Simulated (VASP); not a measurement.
# C (P-1) in VASP: single point with PBE

Aim: the single point of C with PBE.

All numbers are computed with VASP 6.6.1; they aren't measurements. Logs are shortened: lines on timing, memory, paths and dates and some standing lists are left out, and cuts for length are marked.

## 1. The cell of the first run

The typed cell holds 12 atoms: a = 2.471 Å, b = 2.430 Å, c = 12.185 Å, α = 89.19°, β = 87.84°, γ = 118.37°.

## 2. Single point, PBE

File INCAR:

```
SYSTEM = C
PREC = Accurate
ENCUT = 520
EDIFF = 1E-6
ISMEAR = 0
SIGMA = 0.05
LREAL = .FALSE.
LASPH = .TRUE.
NELM = 100
ALGO = Normal
ISIF = 2
LWAVE = .FALSE.
LCHARG = .FALSE.
GGA = PE
NBANDS = 36
```

File KPOINTS:

```
Automatic mesh
0
G
  12 12 2
  0 0 0
```

File POSCAR:

```
C
1.0
    2.4701348328      0.0462520145      0.0462520145
   -1.1950119969      2.1160735088      0.0169294123
    0.2280742143      0.2280742143     12.1805302466
C
12
Direct
    0.0000000000      0.0000000000      0.1868593266
    0.0000000000      0.0000000000      0.6868593266
    0.0000000000      0.0000000000      0.3131406734
    0.0000000000      0.0000000000      0.8131406734
    0.3333333333      0.6666666667      0.5207665411
    0.6666666667      0.3333333333      0.0207665411
    0.3333333333      0.6666666667      0.9792334589
    0.6666666667      0.3333333333      0.4792334589
    0.3333333333      0.6666666667      0.6450950823
    0.6666666667      0.3333333333      0.1450950823
    0.3333333333      0.6666666667      0.8549049177
    0.6666666667      0.3333333333      0.3549049177
```

Potentials or basis: VASP PAW PBE potentials, release 64 (C).

Started as:

```console
$ cat potpaw_PBE.64/C/POTCAR > POTCAR
$ mpirun -np 1 vasp_std > vasp.out
```

OUTCAR:

```text
SYSTEM = C
   PREC = Accurate
   ENCUT = 520
   EDIFF = 1E-6
   ISMEAR = 0
   LREAL = .FALSE.
   LASPH = .TRUE.
   NELM = 100
   ISIF = 2
   GGA = PE

 ion  position               nearest neighbor table
   1  0.000  0.000  0.187-  10 1.50  10 1.51  10 1.53   3 1.54
   2  0.000  0.000  0.687-   9 1.49   9 1.50   4 1.54   9 1.56
   3  0.000  0.000  0.313-  12 1.49  12 1.50   1 1.54  12 1.56
   4  0.000  0.000  0.813-  11 1.50  11 1.51  11 1.53   2 1.54
   5  0.333  0.667  0.521-   8 1.48   8 1.50   9 1.51   8 1.56
   6  0.667  0.333  0.021-   7 1.50   7 1.51  10 1.51   7 1.53
   7  0.333  0.667  0.979-   6 1.50   6 1.51  11 1.51   6 1.53
   8  0.667  0.333  0.479-   5 1.48   5 1.50  12 1.51   5 1.56
   9  0.333  0.667  0.645-   2 1.49   2 1.50   5 1.51   2 1.56
  10  0.667  0.333  0.145-   1 1.50   1 1.51   6 1.51   1 1.53
  11  0.333  0.667  0.855-   4 1.50   4 1.51   7 1.51   4 1.53
  12  0.667  0.333  0.355-   3 1.49   3 1.50   8 1.51   3 1.56

  LATTYP: Found a triclinic cell.
 ALAT       =     4.2798988038
 B/A-ratio  =     0.5678284766
 C/A-ratio  =     2.8469832185
 COS(alpha) =     0.0140577576
 COS(beta)  =     0.0377730991
 COS(gamma) =     0.8613443419

  Lattice vectors:

 A1 = (   0.0801108390,   4.2783990321,   0.0801108391)
 A2 = (  -1.1950119969,   2.1160735088,   0.0169294123)
 A3 = (   0.2280742143,   0.2280742143,  12.1805302466)

Analysis of symmetry for initial positions (statically):
=====================================================================
 Subroutine PRICEL returns:
 Original cell was already a primitive cell.

 Routine SETGRP: Setting up the symmetry group for a
 triclinic supercell.

 Subroutine GETGRP returns: Found  2 space group operations
 (whereof  2 operations were pure point group operations)
 out of a pool of  2 trial point group operations.

The static configuration has the point symmetry S_2 .

Analysis of symmetry for dynamics (positions and initial velocities):
=====================================================================
 Subroutine PRICEL returns:
 Original cell was already a primitive cell.

 Routine SETGRP: Setting up the symmetry group for a
 triclinic supercell.

 Subroutine GETGRP returns: Found  2 space group operations
 (whereof  2 operations were pure point group operations)
 out of a pool of  2 trial point group operations.

The dynamic configuration has the point symmetry S_2 .

 Subroutine INISYM returns: Found  2 space group operations
 (whereof  2 operations are pure point group operations),
 and found     1 'primitive' translations

----------------------------------------------------------------------------------------

                                     Primitive cell

  volume of cell :      64.2964

  direct lattice vectors                    reciprocal lattice vectors
     2.470134833  0.046252015  0.046252015     0.400816016  0.226447136 -0.011745182
    -1.195011997  2.116073509  0.016929412    -0.008598070  0.467786567 -0.008598070
     0.228074214  0.228074214 12.180530247    -0.001510032 -0.001510032  0.082154781

  length of vectors
     2.471000726  2.430248418 12.184800072     0.460510297  0.467944576  0.082182532

  position of ions in fractional coordinates (direct lattice)
     0.000000000  1.000000000  0.186859327
     0.000000000  1.000000000  0.686859327
     0.000000000  1.000000000  0.313140673
     0.000000000  1.000000000  0.813140673
     0.333333333  0.666666667  0.520766541
     0.666666667  0.333333333  0.020766541
     0.333333333  0.666666667  0.979233459
     0.666666667  0.333333333  0.479233459
     0.333333333  0.666666667  0.645095082
     0.666666667  0.333333333  0.145095082
     0.333333333  0.666666667  0.854904918
     0.666666667  0.333333333  0.354904918

  ion indices of the primitive-cell ions
   primitive index   ion index
                 1           1
                 2           2
                 3           3
                 4           4
                 5           5
                 6           6
                 7           7
                 8           8
                 9           9
                10          10
                11          11
                12          12

----------------------------------------------------------------------------------------

 KPOINTS: Automatic mesh

Automatic generation of k-mesh.
 Grid dimensions read from file:
 generate k-points for:   12   12    2

 Generating k-lattice:

  Cartesian coordinates                     Fractional coordinates (reciprocal lattice)
     0.033401335  0.018870595 -0.000978765     0.083333333 -0.000000000  0.000000000
    -0.000716506  0.038982214 -0.000716506    -0.000000000  0.083333333  0.000000000
    -0.000755016 -0.000755016  0.041077391    -0.000000000 -0.000000000  0.500000000

  Length of vectors
     0.038375858  0.038995381  0.041091266

  Shift w.r.t. Gamma in fractional coordinates (k-lattice)
     0.000000000  0.000000000  0.000000000

 Subroutine IBZKPT returns following result:
 ===========================================

 Found    148 irreducible k-points:

 Following reciprocal coordinates:
            Coordinates               Weight
  0.000000  0.000000  0.000000      1.000000
  0.083333 -0.000000  0.000000      2.000000
  0.166667 -0.000000 -0.000000      2.000000
  0.250000  0.000000  0.000000      2.000000
  0.333333 -0.000000  0.000000      2.000000
  0.416667 -0.000000  0.000000      2.000000
[... 16 lines left out ...]
  0.250000  0.166667  0.000000      2.000000
  0.333333  0.166667  0.000000      2.000000
 [... further k-points ...]
   k-points           NKPTS =    148   k-points in BZ     NKDIM =    148   number of bands    NBANDS=     36
   number of dos      NEDOS =    301   number of ions     NIONS =     12
   total plane-waves  NPLWV =  31104
   dimension x,y,z NGX =    18 NGY =   18 NGZ =   96
   dimension x,y,z NGXF=    36 NGYF=   36 NGZF=  192
   ions per type =              12
   NGX,Y,Z   is equivalent  to a cutoff of  12.11, 12.31, 13.10 a.u.
   NGXF,Y,Z  is equivalent  to a cutoff of  24.22, 24.63, 26.20 a.u.
 SYSTEM =  C
   PREC   = accura    normal or accurate (medium, high low for compatibility)
   ISTART =      0    job   : 0-new  1-cont  2-samecut
   ICHARG =      2    charge: 1-file 2-atom 10-const
   ISPIN  =      1    spin polarized calculation?
   LNONCOLLINEAR =      F non collinear calculations
   LSORBIT =      F    spin-orbit coupling
   LASPH  =      T    aspherical Exc in radial PAW
   ENCUT  =  520.0 eV  38.22 Ry    6.18 a.u.   4.59  4.52 22.66*2*pi/ulx,y,z
   NELM   =    100;   NELMIN=  2; NELMDL= -5     # of ELM steps
   EDIFF  = 0.1E-05   stopping-criterion for ELM
   LREAL  =      F    real-space projection
   EDIFFG = 0.1E-04   stopping-criterion for IOM
   NSW    =      0    number of steps for IOM
   IBRION =     -1    ionic relax: 0-MD 1-quasi-New 2-CG
   NFREE  =      0    steps in history (QN), initial steepest desc. (CG)
   ISIF   =      2    stress and relaxation
   ISYM   =      2    0-nonsym 1-usesym 2-fastsym
   POTIM  = 0.5000    time-step for ionic-motion
   TEBEG  =    0.0;   TEEND  =   0.0 temperature during run
   PSTRESS=    0.0 pullay stress
   NELECT =      48.0000    total number of electrons
   NUPDOWN=      -1.0000    fix difference up-down
   EMIN   =  10.00;   EMAX   =-10.00  energy-range for DOS
   EFERMI =   0.00;   METHOD = LEGACY
   ISMEAR =     0;   SIGMA  =   0.05  broadening in eV -4-tet -1-fermi 0-gaus
   EFERMI_NEDOS =   21; number of points for ismear=-14 and -15
   IALGO  =     38    algorithm
   IMIX   =      4    mixing-type and parameters
     AMIX     =   0.40;   BMIX     =  1.00
     AMIX_MAG =   1.60;   BMIX_MAG =  1.00
  volume/ion in A,a.u.               =       5.36        36.16
  Fermi-wavevector in a.u.,A,eV,Ry     =   1.485113  2.806458 30.008493  2.205562
  Thomas-Fermi vector in A             =   2.598566
   LORBIT       =      0    0 simple, 1 ext, 2 COOP (PROOUT), +10 PAW based schemes
   GGA     = PE    functional components
   LHFCALC =     F    Hartree Fock is set to
   AEXX    =    0.0000 exact exchange contribution
   IVDW    =     0    specifies the selected vdW correction
   LEPSILON=     F    determine dielectric tensor
   LRPA    =     F    only Hartree local field effects (RPA)
 non-spin polarized calculation
 Gauss-broadening in eV      SIGMA  =   0.05
  energy-cutoff  :      520.00
  volume of cell :       64.30
 maximum number of plane-waves:      1755
   NGX =  9   NGY =  9   NGZ = 45

 number of electron      47.9999994 magnetization

 Free energy of the ion-electron system (eV)
  ---------------------------------------------------
  ext. energy  EPLUGINS =         0.00000000
  ---------------------------------------------------
  free energy    TOTEN  =      -108.19004162 eV

  energy without entropy =     -108.19004162  energy(sigma->0) =     -108.19004162

 E-fermi :  11.0678     XC(G=0): -13.5395

 val. band max:       10.8395382953   @ k =   0.0000   0.0000   0.0000
 cond. band min:      14.7332028989   @ k =  -0.4167   0.4167   0.0000
 fundamental gap:      3.8936646037
 Fermi energy:        11.0677638826

 k-point     1 :       0.0000    0.0000    0.0000
  band No.  band energies     occupation
      1     -11.7006      2.00000
      2     -10.9473      2.00000
      3     -10.8685      2.00000
      4      -8.6100      2.00000
      5      -8.5457      2.00000
      6      -5.6516      2.00000
[... 28 lines left out ...]
     35      19.0620      0.00000
     36      19.1132      0.00000

 k-point     2 :       0.0833   -0.0000    0.0000
  band No.  band energies     occupation
      1     -11.5281      2.00000
      2     -10.7913      2.00000
      3     -10.6820      2.00000
      4      -8.4920      2.00000
      5      -8.3309      2.00000
      6      -5.5056      2.00000
[... 28 lines left out ...]
     35      19.3150      0.00000
     36      19.6326      0.00000
[... 817 lines left out ...]
     35      21.6996      0.00000
     36      22.3740      0.00000

 k-point    24 :       0.3333    0.1667    0.0000
  band No.  band energies     occupation
      1      -7.0775      2.00000
      2      -6.5555      2.00000
      3      -6.1446      2.00000
      4      -4.7242      2.00000
      5      -4.0030      2.00000
      6      -2.4720      2.00000
[... 28 lines left out ...]
     35      21.9528      0.00000
     36      22.1304      0.00000

 [... further k-points ...]
[... 5 lines left out ...]
  --------------------------------------------------------------------------------------
  -------------------------------------------------------------------------------------
  Total       12.6772761     12.8111288     12.6209280     -9.1089402     -7.9719618     -7.9852964
  in kB      315.9000659    319.2354878    314.4959512   -226.9821059   -198.6501859   -198.9824653
  external PRESSURE =     316.5438350 kB  Pullay stress =       0.0000000 kB

 VOLUME and BASIS-vectors are now :
 -----------------------------------------------------------------------------
  energy-cutoff  :      520.00
  volume of cell :       64.30
      direct lattice vectors                 reciprocal lattice vectors
     2.470134833  0.046252015  0.046252015     0.400816016  0.226447136 -0.011745182
    -1.195011997  2.116073509  0.016929412    -0.008598070  0.467786567 -0.008598070
     0.228074214  0.228074214 12.180530247    -0.001510032 -0.001510032  0.082154781

 POSITION                                       TOTAL-FORCE (eV/Angst)
 -----------------------------------------------------------------------------------
      0.04262      0.04262      2.27605         0.008660     -0.202115      0.062914
      0.15665      0.15665      8.36631        -0.355092     -0.134075      0.151716
      0.07142      0.07142      3.81422         0.355092      0.134075     -0.151716
      0.18546      0.18546      9.90448        -0.008660      0.202115     -0.062914
      0.14548      1.54491      6.36992        -0.303481     -0.079365      0.092539
      1.25316      0.74093      0.28943         0.066718     -0.147042      0.021363
      0.25004      1.64947     11.95429        -0.066718      0.147042     -0.021363
      1.35772      0.84549      5.87380         0.303481      0.079365     -0.092539
      0.17383      1.57326      7.88430         0.291761      0.080592     -0.097600
      1.28151      0.76928      1.80381        -0.055074      0.145397     -0.026765
      0.22169      1.62111     10.43990         0.055074     -0.145397      0.026765
      1.32936      0.81714      4.35941        -0.291761     -0.080592      0.097600
 -----------------------------------------------------------------------------------
    total drift:                                0.000000     -0.000000      0.000000

  FREE ENERGIE OF THE ION-ELECTRON SYSTEM (eV)
  ---------------------------------------------------
  free  energy   TOTEN  =      -108.1900416160 eV

  energy  without entropy=     -108.1900416160  energy(sigma->0) =     -108.19004162
```

It took 3.7 min on 1 thread of Intel Xeon Platinum 8488C (Sapphire Rapids), shared host; peak memory 0.32 GiB.

What came out:

| Quantity | Value |
| --- | --- |
| Free energy | -108.1900 eV |
| Pressure | 31.7 GPa |
| Largest force | 0.409 eV/Å |
| Band gap on the k mesh | 3.89 eV (least direct gap 4.80 eV) |

Forces on the atoms (eV/Å):
```
C    0.009 -0.202  0.063
C   -0.355 -0.134  0.152
C    0.355  0.134 -0.152
C   -0.009  0.202 -0.063
C   -0.303 -0.079  0.093
C    0.067 -0.147  0.021
C   -0.067  0.147 -0.021
C    0.303  0.079 -0.093
C    0.292  0.081 -0.098
C   -0.055  0.145 -0.027
C    0.055 -0.145  0.027
C   -0.292 -0.081  0.098
```

Stress tensor (GPa, compression positive):
```
 31.59 -22.70 -19.90
-22.70  31.92 -19.87
-19.90 -19.87  31.45
```

Levels at points of the mesh, in eV from the valence-band top:
```csv
k point,band 21,band 22,band 23,band 24,band 25,band 26,band 27,band 28
"(0.00, 0.00, 0.00)",-1.03,-0.52,-0.04,0.00,4.80,5.45,5.48,5.97
"(0.50, 0.00, 0.00)",-4.09,-4.08,-3.62,-2.85,4.80,5.26,5.89,5.94
"(0.00, 0.50, 0.00)",-4.51,-4.45,-3.79,-3.14,4.59,5.09,5.26,5.37
"(0.50, 0.50, 0.00)",-4.84,-4.65,-4.11,-3.45,3.91,4.59,4.63,5.68
"(0.00, 0.00, 0.50)",-0.67,-0.57,-0.44,-0.26,5.01,5.43,5.73,6.08
"(0.50, 0.00, 0.50)",-4.65,-3.62,-3.26,-3.14,4.70,5.37,5.54,6.50
"(0.00, 0.50, 0.50)",-4.49,-4.01,-3.54,-3.35,4.71,4.81,5.15,6.01
"(0.50, 0.50, 0.50)",-4.33,-4.31,-3.90,-3.68,4.07,4.11,5.45,5.47
```

Caveat: the cell stands under pressure. A k mesh can miss the band edges.
